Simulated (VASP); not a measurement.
Input of a VASP 6.6.1 run:

File INCAR:

```
ALGO = Normal
EDIFF = 1E-6
ENCUT = 520
GGA = PE
ISIF = 2
ISMEAR = -1
LASPH = T
LCHARG = T
LELF = T
LREAL = F
LVHAR = T
LWAVE = F
NBANDS = 12
NELM = 80
PREC = Accurate
SIGMA = 0.13605693000000002
```

The input KPOINTS:

```
k-points
0
Gamma
  13 13 13
```

POSCAR

```
Cd
1.0
   -1.8043106562      1.8043106562      1.8043106562
    1.8043106562     -1.8043106562      1.8043106562
    1.8043106562      1.8043106562     -1.8043106562
Cd
1
Direct
    0.0000000000      0.0000000000      0.0000000000
```

Potentials or basis: VASP PAW PBE potentials, release 64 (Cd).

Run with:

```bash
$ cat potpaw_PBE.64/Cd/POTCAR > POTCAR
$ mpirun -np 1 vasp_std > vasp.out
```

Task: Estimate the pressure.

Result: 0.0 GPa.

Task: Predict the band gap on the k mesh.

Result: Zero (bands 6 and 7 overlap by 3.46 eV).
